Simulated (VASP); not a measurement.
Here is a VASP 6.6.1 calculation.

The input POSCAR:

```
MnHg
1.0
    3.2659322210      0.0000000000      0.0000000000
    0.0000000000      3.2659322210      0.0000000000
    0.0000000000      0.0000000000      3.2907644307
Mn Hg
1 1
Direct
    0.5000000000      0.5000000000      0.5000000000
    0.0000000000      0.0000000000      0.0000000000
```

INCAR.step1

```
ALGO = Normal
EDIFF = 1E-4
ENCUT = 520
GGA = PE
ISMEAR = -1
ISPIN = 2
LASPH = True
LCHARG = False
LMAXMIX = 4
LREAL = False
LWAVE = True
MAGMOM = 4 0
NBANDS = 24
NELM = 150
PREC = Accurate
SIGMA = 0.05
```

File INCAR.step2:

```
ALGO = Normal
EDIFF = 1E-6
ENCUT = 520
ISIF = 2
ISMEAR = -1
ISPIN = 2
ISTART = 1
LASPH = True
LCHARG = False
LMAXMIX = 4
LMIXTAU = True
LORBIT = 11
LREAL = False
LWAVE = False
MAGMOM = 4 0
METAGGA = R2SCAN
NBANDS = 24
NELM = 150
PREC = Accurate
SIGMA = 0.05
```

The input KPOINTS:

```
k-points
0
Gamma
  9 9 9
```

Potentials or basis: VASP PAW PBE potentials, release 64 (Mn_pv, Hg).

Command:

```sh
$ cat potpaw_PBE.64/Mn_pv/POTCAR potpaw_PBE.64/Hg/POTCAR > POTCAR
$ cp INCAR.step1 INCAR
$ mpirun -np 1 vasp_std > vasp.out
$ cp INCAR.step2 INCAR
$ mpirun -np 1 vasp_std > vasp.out
```

Task: What does it give for the pressure?

Result: 5.8 GPa.

Task: Estimate the net moment.

Result: 4.19 μB per cell.

Task: Predict the site moments.

Result: Mn +4.11; Hg -0.06 μB.

Stress tensor (GPa, compression positive):
```
5.83 0.00 0.00
0.00 5.83 0.00
0.00 0.00 5.76
```

Caveat: the cell stands under pressure; the PAW data sets were made with another functional, which shifts forces and pressure a little.
